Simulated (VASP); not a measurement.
Set up this calculation in VASP 6.6.1, as the native input.

```yaml
Task: single point
Functional: HSE06
Potentials_or_basis: VASP PAW PBE potentials, release 64 (Na_pv)
Cutoff: 520 eV
k_mesh: 5 × 5 × 3
Occupations: fermi-dirac, width 0.05 eV
Spin: no spin polarisation
Dipole_correction: no
Grid_for_exact_exchange_PRECFOCK: Normal
Further_INCAR_settings: ALGO = Normal; EDIFF = 1e-07; NBANDS = 14
Screening_parameter: 0.2079 1/Å
```

Crystal: Na.

```
Na
1.0
     3.76700    0.00000    0.00000
    -1.88350    3.26232    0.00000
     0.00000    0.00000    6.15400
Na
2
Direct
  0.66667 0.33333 0.75000
  0.33333 0.66667 0.25000
```

These files were run (other wordings do the same):

POSCAR

```
Na
1.0
    3.7670000000      0.0000000000      0.0000000000
   -1.8835000000      3.2623176961      0.0000000000
    0.0000000000      0.0000000000      6.1540000000
Na
2
Direct
    0.6666666667      0.3333333333      0.7500000000
    0.3333333333      0.6666666667      0.2500000000
```

INCAR.step1

```
ALGO = Normal
EDIFF = 1E-5
ENCUT = 520
GGA = PE
ISIF = 2
ISMEAR = -1
LASPH = T
LCHARG = F
LREAL = F
LWAVE = T
NBANDS = 14
NELM = 100
PREC = Accurate
SIGMA = 0.05
```

INCAR.step2

```
ALGO = Normal
EDIFF = 1E-7
ENCUT = 520
GGA = PE
HFSCREEN = 0.2079
ISIF = 2
ISMEAR = -1
ISTART = 1
LASPH = T
LCHARG = F
LHFCALC = T
LREAL = F
LWAVE = F
NBANDS = 14
NELM = 100
PREC = Accurate
PRECFOCK = Normal
SIGMA = 0.05
```

KPOINTS

```
k-points
0
Gamma
  5 5 3
```

Potentials or basis: VASP PAW PBE potentials, release 64 (Na_pv).

Run with:

```sh
$ cat potpaw_PBE.64/Na_pv/POTCAR > POTCAR
$ cp INCAR.step1 INCAR
$ mpirun -np 1 vasp_std > vasp.out
$ cp INCAR.step2 INCAR
$ mpirun -np 1 vasp_std > vasp.out
```

It gave:

The pressure is -0.1 GPa and the band gap on the k mesh is zero (band 7 reaches 1.46 eV, above the bottom of band 8 at -1.38 eV).

Caveat: the k points lie up to 0.39 Å⁻¹ apart; the PAW data sets were made with another functional, which shifts forces and pressure a little.

Run time: 7.6 min on 1 thread of AMD EPYC 7R13 Processor (Zen 3) (shared host), peak memory 0.25 GiB.
